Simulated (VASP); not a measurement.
A run of VASP 6.6.1 is set up as follows.

INCAR

```
ALGO     = Normal         # electronic algorithm
EDIFF    = 1E-6           # SCF threshold, eV
ENCUT    = 500            # plane-wave cutoff, eV
GGA_COMPAT= F            
ISIF     = 2              # what is computed and relaxed
ISMEAR   = 0              # smearing method
LASPH    = T              # aspherical terms in the spheres
LCHARG   = T              # write CHGCAR
LELF     = T              # ELF
LREAL    = F              # projectors in reciprocal space
LVHAR    = T            
LWAVE    = F              # write WAVECAR
NBANDS   = 28             # bands
NELM     = 120            # most SCF steps
PREC     = Accurate       # precision mode
SIGMA    = 0.05           # smearing width, eV
```

The input KPOINTS:

```
k-points
0
Gamma
  6 6 4
```

The input POSCAR:

```
SnSe
1.0
    4.1898989379      0.0000000000      0.0000000000
    0.0000000000      4.1898989379      0.0000000000
    0.0000000000      0.0000000000     10.9796229414
Sn Se
2 2
Direct
    0.5000000000      0.0000000000      0.3963788956
    0.0000000000      0.5000000000      0.6218366662
    0.5000000000      0.0000000000      0.6217782129
    0.0000000000      0.5000000000      0.3782217871
```

Potentials or basis: VASP PAW LDA potentials, release 64 (Sn_d, Se).

The run is started by

```console
$ cat potpaw_LDA.64/Sn_d/POTCAR potpaw_LDA.64/Se/POTCAR > POTCAR
$ mpirun -np 1 vasp_std > vasp.out
```

Task: Estimate the largest force.

Result: 1.895 eV/Å.

Task: Predict the band gap on the k mesh.

Result: 1.26 eV, direct.

Forces on the atoms (eV/Å):
```
Sn   0.000  0.000 -1.895
Sn   0.000  0.000 -0.011
Se   0.000  0.000  1.694
Se   0.000  0.000  0.211
```

Caveat: the cell differs from its parent crystal (atom 1 (Sn) moved +0.200 Å towards its neighbour atom 3 (Se) at 2.675 Å); spin-orbit coupling is left out, which moves the levels of the heavy elements.
